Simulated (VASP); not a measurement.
TiC: electric field gradients with PBE

Crystal: TiC.

```xyz
2
Lattice="0.0649 2.1965 2.1965 2.1965 0.0649 2.1965 2.1965 2.1965 0.0649" Properties=species:S:1:pos:R:3 pbc="T T T"
Ti    0.0000    0.0000    0.0000
C     2.2289    2.2289    2.2289
```

This cell differs from its parent crystal: equal xy, yz and zx shear strains of +3 %.

```yaml
Program: VASP 6.6.1
Task: electric field gradients
Functional: PBE
Potentials_or_basis: VASP PAW PBE potentials, release 64 (Ti_sv, C)
Cutoff: 520 eV
k_mesh: 16 × 16 × 16
Occupations: fermi-dirac, width 0.03 eV
Spin: no spin polarisation
Dipole_correction: no
Further_INCAR_settings: ALGO = Normal; EDIFF = 1e-08; NBANDS = 15
```

```
Pressure               : 1.3 GPa
Band gap on the k mesh : zero (band 8 reaches 10.27 eV, above the bottom of band 9 at 9.20 eV)
```

Stress tensor (GPa, compression positive):
```
 1.28 -5.23 -5.23
-5.23  1.28 -5.23
-5.23 -5.23  1.28
```

Levels at points of the mesh, in eV from the Fermi level:
```
           k point  band 4  band 5  band 6  band 7  band 8  band 9  band 10  band 11  band 12  band 13
(0.00, 0.00, 0.00)  -32.61  -12.44    0.39    0.79    0.79    1.39     1.72     1.72     1.79     1.79
(0.50, 0.00, 0.00)  -32.68   -8.87   -5.87   -3.21   -2.79    2.72     3.09     4.21     8.08     8.10
(0.50, 0.50, 0.00)  -32.78  -10.14   -3.46   -1.65   -0.25    0.14     2.68     3.49     3.52     5.78
(0.50, 0.50, 0.50)  -32.65   -9.18   -5.89   -2.66   -2.66    2.80     2.80     3.88     8.01     8.01
```

Electric field gradients, principal values (V/Å²):
```csv
atom,least,middle,greatest (by size)
1 Ti,0.282,0.282,-0.564
2 C,1.271,1.271,-2.542
```

It took 68 s on 1 thread of Intel(R) Xeon(R) Platinum 8488C (Sapphire Rapids) (shared host), peak memory 0.24 GiB.

Caveat: the cell differs from its parent crystal (equal xy, yz and zx shear strains of +3 %); without QUAD_EFG the Cq values of the log hold for a quadrupole moment of 1 mb, not for the nuclei.
